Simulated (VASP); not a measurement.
Mo:

```
CELL_PARAMETERS angstrom
-1.58381 1.58381 1.58381
1.58381 -1.58381 1.58381
1.58381 1.58381 -1.58381
ATOMIC_POSITIONS crystal
Mo 0.00000 0.00000 0.00000
```

```yaml
Program: VASP 6.6.1
Task: relaxation of cell and atoms
Functional: RPBE
Dispersion: D3(BJ)
Potentials_or_basis: VASP PAW PBE potentials, release 64 (Mo_sv)
Cutoff: 600 eV
k_mesh: 12 × 12 × 12
Occupations: fermi-dirac, width 0.05 eV
Spin: no spin polarisation
```

At the start: pressure -43.6 GPa; volume 15.89 Å³/atom.

Task: How do energy, volume and symmetry change on relaxing?

Result: Over 16 steps the energy falls by 349.8 meV/atom and the volume is 13.63 Å³/atom (-14.2 %); space group Im-3m (No. 229, to 0.05 Å).

Step by step:
| step | energy change (eV) | largest force (eV/Å) | pressure (GPa) | volume (Å³) |
| --- | --- | --- | --- | --- |
| 1 | 0.0000 | 0.0000 | -43.61 | 15.89 |
| 2 | 6.2306 | 0.0000 | 555.67 | 7.87 |
| 3 | -0.3259 | 0.0000 | -13.80 | 14.17 |
| 4 | -0.3458 | 0.0000 | -5.87 | 13.85 |
| 5 | -0.3498 | 0.0000 | 0.13 | 13.63 |
| 6 | -0.3497 | 0.0000 | -1.08 | 13.67 |
| 7 | -0.3497 | 0.0000 | -0.98 | 13.67 |
| 8 | -0.3497 | 0.0000 | -0.71 | 13.66 |
| 9 | -0.3497 | 0.0000 | -0.72 | 13.66 |
| 10 | -0.3497 | 0.0000 | -0.70 | 13.66 |
| 11 | -0.3498 | 0.0000 | -0.68 | 13.66 |
| 12 | -0.3498 | 0.0000 | -0.61 | 13.65 |
| 13 | -0.3498 | 0.0000 | -0.50 | 13.65 |
| 14 | -0.3498 | 0.0000 | -0.27 | 13.64 |
| 15 | -0.3498 | 0.0000 | 0.18 | 13.63 |
| 16 | -0.3498 | 0.0000 | 0.00 | 13.63 |

Final structure:
```xyz
1
Lattice="-1.5049 1.5049 1.5049 1.5049 -1.5049 1.5049 1.5049 1.5049 -1.5049" Properties=species:S:1:pos:R:3 pbc="T T T"
Mo    0.0000    0.0000    0.0000
```

Caveat: the PAW data sets were made with another functional, which shifts forces and pressure a little; pairwise dispersion overbinds metals, which lowers pressure and volume.
